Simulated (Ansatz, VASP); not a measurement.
**BP in VASP and in Ansatz**

INCAR

```
SYSTEM = BP
PREC = Accurate
ENCUT = 520
EDIFF = 1E-7
ISMEAR = -1
SIGMA = 0.05
LREAL = .FALSE.
LASPH = .TRUE.
NELM = 80
ALGO = Normal
ISIF = 2
LWAVE = .FALSE.
LCHARG = .FALSE.
GGA = CA
NBANDS = 11
```

Contents of KPOINTS:

```
Automatic mesh
0
G
  15 15 15
  0 0 0
```

The input POSCAR:

```
BP
1.0
    0.0000000000      2.3370700000      2.2690000000
    2.3370700000      0.0000000000      2.2690000000
    2.3370700000      2.3370700000      0.0000000000
B P
1 1
Direct
    0.0000000000      0.0000000000      0.0000000000
    0.7500000000      0.7500000000      0.7500000000
```

Input for Ansatz:

```yaml
crystal:
  lattice:
    - [0.0, 2.33707, 2.269]
    - [2.33707, 0.0, 2.269]
    - [2.33707, 2.33707, 0.0]
  atoms:
    - { symbol: B, position: [0.0, 0.0, 0.0] }
    - { symbol: P, position: [0.75, 0.75, 0.75] }
kpoints:
  mp_grid: { grid: [15, 15, 15] }
  band_path:
    path:
      - [0.0, 0.0, 0.0]
      - [0.0, 0.5, 0.5]
      - [0.25, 0.75, 0.5]
      - [0.0, 0.5, 0.0]
      - [0.0, 0.0, 0.0]
      - [0.5, 0.5, 0.0]
      - [0.3826125, 0.6173875, 0.0]
      - [-0.3826125, 0.3826125, 0.0]
      - [0.0, 0.0, 0.0]
    npoints: 5
scf:
  occupations: { method: fermi_dirac, width: 0.05 }
hamiltonian:
  xc: lda
  pseudopotentials: { kind: all_electron, lapw: { basis_error: 0.001 } }
output:
  forces: true
  stress: true
  eigenvalues: true
```

Change from the starting cell: equal xx and yy strain of +3 %.

Alike in both runs: task single point; functional LDA; k mesh 15 × 15 × 15; occupations fermi-dirac, width 0.05 eV; no spin polarisation.

|  | VASP | Ansatz |
| --- | --- | --- |
| version | VASP 6.6.1 | Ansatz 0.2.0 |
| potentials or method | VASP PAW LDA potentials, release 64 (B, P), cutoff 520 eV | all-electron LAPW, scalar-relativistic |

```csv
,VASP,Ansatz,Ansatz less VASP
pressure (GPa),-13.5,-13.4,+0.06
"traceless stress, the component that is largest in VASP (GPa)",4.80,4.80,-0.002
```

LDA's correlation is that of Perdew and Zunger in VASP and of Perdew and Wang (1992) in Ansatz. Ansatz ran all-electron here, and VASP with PAW potentials.
